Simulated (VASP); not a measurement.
A run of VASP 6.6.1 is set up as follows.

File INCAR:

```
PREC     = Accurate       # precision mode
ENCUT    = 400            # plane-wave cutoff, eV
EDIFF    = 1E-8           # SCF threshold, eV
ISMEAR   = -1             # smearing method
SIGMA    = 0.03           # smearing width, eV
LREAL    = False          # projectors in reciprocal space
LASPH    = True           # aspherical terms in the spheres
NELM     = 120            # most SCF steps
ALGO     = Normal         # electronic algorithm
ISIF     = 2              # what is computed and relaxed
LWAVE    = False          # write WAVECAR
LCHARG   = False          # write CHGCAR
GGA      = PE             # functional
LEFG     = True         
NBANDS   = 18             # bands
GGA_COMPAT= False
```

Contents of KPOINTS:

```
Automatic mesh
0
Gamma
  9 9 5
```

File POSCAR:

```
TaS2
1.0
    3.3275182074      0.0000000000      0.0000000000
   -1.6637591037      2.8817152992      0.0000000000
    0.0000000000      0.0000000000      5.8206699559
Ta S
1 2
Direct
    0.0000000000      0.0000000000      0.0000000000
    0.3333333333      0.6666666667      0.2500000000
    0.6666666667      0.3333333333      0.7500000000
```

Potentials or basis: VASP PAW PBE potentials, release 64 (Ta_pv, S).

Run with:

```sh
$ cat potpaw_PBE.64/Ta_pv/POTCAR potpaw_PBE.64/S/POTCAR > POTCAR
$ mpirun -np 1 vasp_std > vasp.out
```

Q: Estimate the largest force.

A: 1.616 eV/Å.

Q: What does it give for the pressure?

A: 12.5 GPa.

Stress tensor (GPa, compression positive):
```
10.82  0.00  0.00
 0.00 10.82  0.00
 0.00  0.00 15.87
```

Caveat: without QUAD_EFG the Cq values of the log hold for a quadrupole moment of 1 mb, not for the nuclei; this functional lacks dispersion, which binds the layers, so the pressure and a relaxed spacing across them are unreliable; forces of over 1 eV/Å act on the atoms, so gaps and moduli don't describe the material at rest.
